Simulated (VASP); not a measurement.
Input of a VASP 6.6.1 run:

INCAR

```
PREC = Accurate
ENCUT = 520
EDIFF = 1E-6
ISMEAR = 0
SIGMA = 0.05
LREAL = F
LASPH = T
NELM = 150
ALGO = Normal
ISIF = 2
LWAVE = F
LCHARG = F
ISPIN = 2
MAGMOM = 1 0 0 0 1 0 0 0 0
LORBIT = 11
LDIPOL = T
IDIPOL = 3
DIPOL = 0.5 0.5 0.500
GGA = PS
NBANDS = 32
```

File KPOINTS:

```
regular mesh
0
Gamma
  8 8 1
```

File POSCAR:

```
B5As4
1.0
    3.3713973180      0.0000000000      0.0000000000
    0.0000000000      3.3713973180      0.0000000000
    0.0000000000      0.0000000000     24.5357516225
B As
5 4
Direct
    0.5000000000      0.5000000000      0.3056763907
    0.0000000000      0.0000000000      0.4028381954
    0.5000000000      0.5000000000      0.5000000000
    0.0000000000      0.0000000000      0.5971618046
    0.5000000000      0.5000000000      0.6943236093
    0.5000000000      0.0000000000      0.3542572931
    0.0000000000      0.5000000000      0.4514190977
    0.5000000000      0.0000000000      0.5485809023
    0.0000000000      0.5000000000      0.6457427069
```

Potentials or basis: VASP PAW PBE potentials, release 64 (B, As).

The run is started by

```bash
$ cat potpaw_PBE.64/B/POTCAR potpaw_PBE.64/As/POTCAR > POTCAR
$ mpirun -np 1 vasp_std > vasp.out
```

(1) Predict the largest force.

(2) What does it give for the net moment?

(3) Predict the site moments.

Answers

(1) 1.493 eV/Å.

(2) 2.50 μB per cell.

(3) B +0.46, +0.06, +0.03 (each value once); As +0.05, +0.02 (each value once) μB.

Caveat: the PAW data sets were made with another functional, which shifts forces and pressure a little.
